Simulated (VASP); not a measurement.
# CdF2 (Immm) in VASP: single point with PBE

Aim: the single point of CdF2 with PBE.

All numbers are computed with VASP 6.6.1; they aren't measurements. Logs are shortened: lines on timing, memory, paths and dates and some standing lists are left out, and cuts for length are marked.

**1. The cell of the first run**

Symmetry: Immm, No. 71, orthorhombic system. Conventional cell: a = 3.449 Å, b = 4.302 Å, c = 5.408 Å, α = 90.00°, β = 90.00°, γ = 90.00°. Within 2.9 Å of Cd (site symmetry mmm) lie 8 F at 2.19 to 2.54 Å. Within 2.9 Å of F (site symmetry mm2) lie 4 Cd at 2.19 to 2.54 Å and 6 F at 2.70 to 2.76 Å.

**2. Single point, PBE (engineering shear strain xy -0.2200, normal strain along z -0.0133)**

Input file INCAR:

```
PREC     = Accurate       # precision mode
ENCUT    = 700            # plane-wave cutoff, eV
EDIFF    = 1E-6           # SCF threshold, eV
ISMEAR   = 0              # smearing method
SIGMA    = 0.05           # smearing width, eV
LREAL    = False          # projectors in reciprocal space
LASPH    = True           # aspherical terms in the spheres
NELM     = 120            # most SCF steps
ALGO     = Normal         # electronic algorithm
ISIF     = 2              # what is computed and relaxed
LWAVE    = False          # write WAVECAR
LCHARG   = False          # write CHGCAR
GGA      = PE             # functional
NBANDS   = 24             # bands
GGA_COMPAT= False
```

Input file KPOINTS:

```
regular mesh
0
Gamma
  8 8 8
```

Input file POSCAR:

```
CdF2
1.0
   -0.3014297579      2.7402705265      2.7038249285
    2.7402705265     -0.3014297579      2.7038249285
    2.4388407686      2.4388407686      0.0000000000
Cd F
1 2
Direct
    0.0000000000      0.0000000000      0.0000000000
    0.2500000000      0.2500000000      0.2500000000
    0.7500000000      0.7500000000      0.7500000000
```

Potentials or basis: VASP PAW PBE potentials, release 64 (Cd_sv_GW, F).

Command:

```bash
$ cat potpaw_PBE.64/Cd_sv_GW/POTCAR potpaw_PBE.64/F/POTCAR > POTCAR
$ mpirun -np 1 vasp_std > vasp.out
```

OUTCAR:

```text
PREC = Accurate
   ENCUT = 700
   EDIFF = 1E-6
   ISMEAR = 0
   LREAL = False
   LASPH = True
   NELM = 120
   ISIF = 2
   GGA = PE

 ion  position               nearest neighbor table
   1  0.000  0.000  0.000-   3 2.19   2 2.19   3 2.19   2 2.19
   2  0.250  0.250  0.250-   1 2.19   1 2.19
   3  0.750  0.750  0.750-   1 2.19   1 2.19

  LATTYP: Found a body centered orthorhombic cell.
 ALAT       =     3.4490416914
 B/A-ratio  =     1.2471910112
 C/A-ratio  =     1.5678702494

  Lattice vectors:

 A1 = (   0.3014297579,  -2.7402705265,  -2.7038249285)
 A2 = (  -0.3014297579,   2.7402705265,  -2.7038249285)
 A3 = (   2.7402705265,  -0.3014297579,   2.7038249285)

Analysis of symmetry for initial positions (statically):
=====================================================================
 Subroutine PRICEL returns:
 Original cell was already a primitive cell.

 Routine SETGRP: Setting up the symmetry group for a
 body centered orthorhombic supercell.

 Subroutine GETGRP returns: Found  8 space group operations
 (whereof  8 operations were pure point group operations)
 out of a pool of  8 trial point group operations.

The static configuration has the point symmetry D_2h.

Analysis of symmetry for dynamics (positions and initial velocities):
=====================================================================
 Subroutine PRICEL returns:
 Original cell was already a primitive cell.

 Routine SETGRP: Setting up the symmetry group for a
 body centered orthorhombic supercell.

 Subroutine GETGRP returns: Found  8 space group operations
 (whereof  8 operations were pure point group operations)
 out of a pool of  8 trial point group operations.

The dynamic configuration has the point symmetry D_2h.

 Subroutine INISYM returns: Found  8 space group operations
 (whereof  8 operations are pure point group operations),
 and found     1 'primitive' translations

----------------------------------------------------------------------------------------

                                     Primitive cell

  volume of cell :      40.1152

  direct lattice vectors                    reciprocal lattice vectors
    -0.301429758  2.740270526  2.703824929    -0.164381745  0.164381745  0.184923216
     2.740270526 -0.301429758  2.703824929     0.164381745 -0.164381745  0.184923216
     2.438840769  2.438840769  0.000000000     0.205015435  0.205015435 -0.184923216

  length of vectors
     3.861426123  3.861426123  3.449041691     0.297051025  0.297051025  0.343888430

  position of ions in fractional coordinates (direct lattice)
     0.000000000  0.000000000  0.000000000
     0.250000000  0.250000000  0.250000000
     0.750000000  0.750000000  0.750000000

  ion indices of the primitive-cell ions
   primitive index   ion index
                 1           1
                 2           2
                 3           3

----------------------------------------------------------------------------------------

 KPOINTS: regular mesh

Automatic generation of k-mesh.
 Grid dimensions read from file:
 generate k-points for:    8    8    8

 Generating k-lattice:

  Cartesian coordinates                     Fractional coordinates (reciprocal lattice)
    -0.020547718  0.020547718  0.023115402     0.125000000 -0.000000000  0.000000000
     0.020547718 -0.020547718  0.023115402    -0.000000000  0.125000000  0.000000000
     0.025626929  0.025626929 -0.023115402     0.000000000  0.000000000  0.125000000

  Length of vectors
     0.037131378  0.037131378  0.042986054

  Shift w.r.t. Gamma in fractional coordinates (k-lattice)
     0.000000000  0.000000000  0.000000000

 Subroutine IBZKPT returns following result:
 ===========================================

 Found     95 irreducible k-points:

 Following reciprocal coordinates:
            Coordinates               Weight
  0.000000  0.000000  0.000000      1.000000
  0.125000  0.000000  0.000000      4.000000
  0.250000  0.000000  0.000000      4.000000
  0.375000  0.000000  0.000000      4.000000
  0.500000  0.000000  0.000000      2.000000
  0.125000  0.125000  0.000000      2.000000
[... 16 lines left out ...]
  0.125000  0.000000  0.125000      4.000000
  0.250000  0.000000  0.125000      8.000000
 [... further k-points ...]
   k-points           NKPTS =     95   k-points in BZ     NKDIM =     95   number of bands    NBANDS=     24
   number of dos      NEDOS =    301   number of ions     NIONS =      3
   total plane-waves  NPLWV =  38880
   dimension x,y,z NGX =    36 NGY =   36 NGZ =   30
   dimension x,y,z NGXF=    72 NGYF=   72 NGZF=   60
   ions per type =               1   2
   NGX,Y,Z   is equivalent  to a cutoff of  15.50, 15.50, 14.46 a.u.
   NGXF,Y,Z  is equivalent  to a cutoff of  31.00, 31.00, 28.92 a.u.
 SYSTEM =  unknown system
   PREC   = accura    normal or accurate (medium, high low for compatibility)
   ISTART =      0    job   : 0-new  1-cont  2-samecut
   ICHARG =      2    charge: 1-file 2-atom 10-const
   ISPIN  =      1    spin polarized calculation?
   LNONCOLLINEAR =      F non collinear calculations
   LSORBIT =      F    spin-orbit coupling
   LASPH  =      T    aspherical Exc in radial PAW
   ENCUT  =  700.0 eV  51.45 Ry    7.17 a.u.   8.33  8.33  7.44*2*pi/ulx,y,z
   NELM   =    120;   NELMIN=  2; NELMDL= -5     # of ELM steps
   EDIFF  = 0.1E-05   stopping-criterion for ELM
   LREAL  =      F    real-space projection
   EDIFFG = 0.1E-04   stopping-criterion for IOM
   NSW    =      0    number of steps for IOM
   IBRION =     -1    ionic relax: 0-MD 1-quasi-New 2-CG
   NFREE  =      0    steps in history (QN), initial steepest desc. (CG)
   ISIF   =      2    stress and relaxation
   ISYM   =      2    0-nonsym 1-usesym 2-fastsym
   POTIM  = 0.5000    time-step for ionic-motion
   TEBEG  =    0.0;   TEEND  =   0.0 temperature during run
   PSTRESS=    0.0 pullay stress
   NELECT =      34.0000    total number of electrons
   NUPDOWN=      -1.0000    fix difference up-down
   EMIN   =  10.00;   EMAX   =-10.00  energy-range for DOS
   EFERMI =   0.00;   METHOD = LEGACY
   ISMEAR =     0;   SIGMA  =   0.05  broadening in eV -4-tet -1-fermi 0-gaus
   EFERMI_NEDOS =   21; number of points for ismear=-14 and -15
   IALGO  =     38    algorithm
   IMIX   =      4    mixing-type and parameters
     AMIX     =   0.40;   BMIX     =  1.00
     AMIX_MAG =   1.60;   BMIX_MAG =  1.00
  volume/ion in A,a.u.               =      13.37        90.24
  Fermi-wavevector in a.u.,A,eV,Ry     =   1.549286  2.927726 32.657898  2.400288
  Thomas-Fermi vector in A             =   2.654115
   LORBIT       =      0    0 simple, 1 ext, 2 COOP (PROOUT), +10 PAW based schemes
   GGA     = PE    functional components
   LHFCALC =     F    Hartree Fock is set to
   AEXX    =    0.0000 exact exchange contribution
   IVDW    =     0    specifies the selected vdW correction
   LEPSILON=     F    determine dielectric tensor
   LRPA    =     F    only Hartree local field effects (RPA)
 non-spin polarized calculation
 Gauss-broadening in eV      SIGMA  =   0.05
  energy-cutoff  :      700.00
  volume of cell :       40.12
 maximum number of plane-waves:      1707
 NGX is ok and might be reduce to    36
   NGX = 17   NGY = 17   NGZ = 15

 number of electron      34.0000005 magnetization

 Free energy of the ion-electron system (eV)
  ---------------------------------------------------
  ext. energy  EPLUGINS =         0.00000000
  ---------------------------------------------------
  free energy    TOTEN  =       -10.83891156 eV

  energy without entropy =      -10.83891156  energy(sigma->0) =      -10.83891156

 E-fermi :   1.0680     XC(G=0): -10.3879

 val. band max:        0.7175607358   @ k =   0.5000   0.5000   0.0000
 cond. band min:       3.6120263027   @ k =   0.0000   0.0000   0.0000
 fundamental gap:      2.8944655669
 Fermi energy:         1.0679697063

 k-point     1 :       0.0000    0.0000    0.0000
  band No.  band energies     occupation
      1     -98.0385      2.00000
      2     -59.1897      2.00000
      3     -59.1162      2.00000
      4     -59.1033      2.00000
      5     -20.3823      2.00000
      6     -19.3913      2.00000
[... 16 lines left out ...]
     23      20.3818      0.00000
     24      20.5500      0.00000

 k-point     2 :       0.1250    0.0000    0.0000
  band No.  band energies     occupation
      1     -98.0385      2.00000
      2     -59.1898      2.00000
      3     -59.1163      2.00000
      4     -59.1033      2.00000
      5     -20.3423      2.00000
      6     -19.4282      2.00000
[... 16 lines left out ...]
     23      19.9331      0.00000
     24      20.4680      0.00000

 k-point     3 :       0.2500    0.0000    0.0000
  band No.  band energies     occupation
      1     -98.0384      2.00000
      2     -59.1900      2.00000
      3     -59.1166      2.00000
      4     -59.1034      2.00000
      5     -20.2314      2.00000
      6     -19.5313      2.00000
[... 16 lines left out ...]
     23      19.2751      0.00000
     24      20.3243      0.00000

 k-point     4 :       0.3750    0.0000    0.0000
  band No.  band energies     occupation
      1     -98.0384      2.00000
      2     -59.1902      2.00000
      3     -59.1170      2.00000
      4     -59.1035      2.00000
      5     -20.0740      2.00000
      6     -19.6800      2.00000
[... 16 lines left out ...]
     23      18.8176      0.00000
     24      20.2605      0.00000

 k-point     5 :       0.5000    0.0000    0.0000
  band No.  band energies     occupation
      1     -98.0384      2.00000
      2     -59.1903      2.00000
      3     -59.1171      2.00000
      4     -59.1036      2.00000
      5     -19.9454      2.00000
      6     -19.8047      2.00000
[... 451 lines left out ...]
 k-point    22 :       0.0000    0.0000    0.1250
  band No.  band energies     occupation
      1     -98.0384      2.00000
      2     -59.1897      2.00000
      3     -59.1162      2.00000
      4     -59.1042      2.00000
      5     -20.3271      2.00000
      6     -19.4345      2.00000
[... 16 lines left out ...]
     23      19.2866      0.00000
     24      19.9708      0.00000

 k-point    23 :       0.1250    0.0000    0.1250
  band No.  band energies     occupation
      1     -98.0384      2.00000
      2     -59.1897      2.00000
      3     -59.1162      2.00000
      4     -59.1042      2.00000
      5     -20.3203      2.00000
      6     -19.4408      2.00000
[... 16 lines left out ...]
     23      19.6915      0.00000
     24      20.4581      0.00000

 k-point    24 :       0.2500    0.0000    0.1250
  band No.  band energies     occupation
      1     -98.0384      2.00000
      2     -59.1899      2.00000
      3     -59.1164      2.00000
      4     -59.1043      2.00000
      5     -20.2423      2.00000
      6     -19.5115      2.00000
[... 16 lines left out ...]
     23      20.3488      0.00000
     24      20.6271      0.00000

 [... further k-points ...]
[... 5 lines left out ...]
  --------------------------------------------------------------------------------------
  -------------------------------------------------------------------------------------
  Total        1.6107636      1.6107636      1.9323363      1.7169330      0.0000000      0.0000000
  in kB       64.3330218     64.3330218     77.1764636     68.5733696      0.0000000      0.0000000
  external PRESSURE =      68.6141691 kB  Pullay stress =       0.0000000 kB

 VOLUME and BASIS-vectors are now :
 -----------------------------------------------------------------------------
  energy-cutoff  :      700.00
  volume of cell :       40.12
      direct lattice vectors                 reciprocal lattice vectors
    -0.301429758  2.740270526  2.703824929    -0.164381745  0.164381745  0.184923216
     2.740270526 -0.301429758  2.703824929     0.164381745 -0.164381745  0.184923216
     2.438840769  2.438840769  0.000000000     0.205015435  0.205015435 -0.184923216

 POSITION                                       TOTAL-FORCE (eV/Angst)
 -----------------------------------------------------------------------------------
      0.00000      0.00000      0.00000         0.000000     -0.000000     -0.000000
      1.21942      1.21942      1.35191        -0.000000     -0.000000      0.565742
      3.65826      3.65826      4.05574         0.000000      0.000000     -0.565742
 -----------------------------------------------------------------------------------
    total drift:                               -0.000000      0.000000      0.000000

  FREE ENERGIE OF THE ION-ELECTRON SYSTEM (eV)
  ---------------------------------------------------
  free  energy   TOTEN  =       -10.8389115645 eV

  energy  without entropy=      -10.8389115645  energy(sigma->0) =      -10.83891156
```

Run time: 74 s. Hardware: 1 thread of AMD EPYC 9R45 (Zen 5), shared host; peak memory 0.27 GiB.

What came out:

```yaml
Free_energy: -10.8389 eV
Pressure: 6.9 GPa
Largest_force: 0.566 eV/Å
Band_gap_on_the_k_mesh: 2.89 eV (least direct gap 3.16 eV)
```

Forces in eV/Å, atoms in the order of the input:
```
Cd   0.000  0.000  0.000
F    0.000  0.000  0.566
F    0.000  0.000 -0.566
```

Caveat: the cell differs from its parent crystal (engineering shear strain xy -0.2200, normal strain along z -0.0133); the cell stands under pressure. A k mesh can miss the band edges.
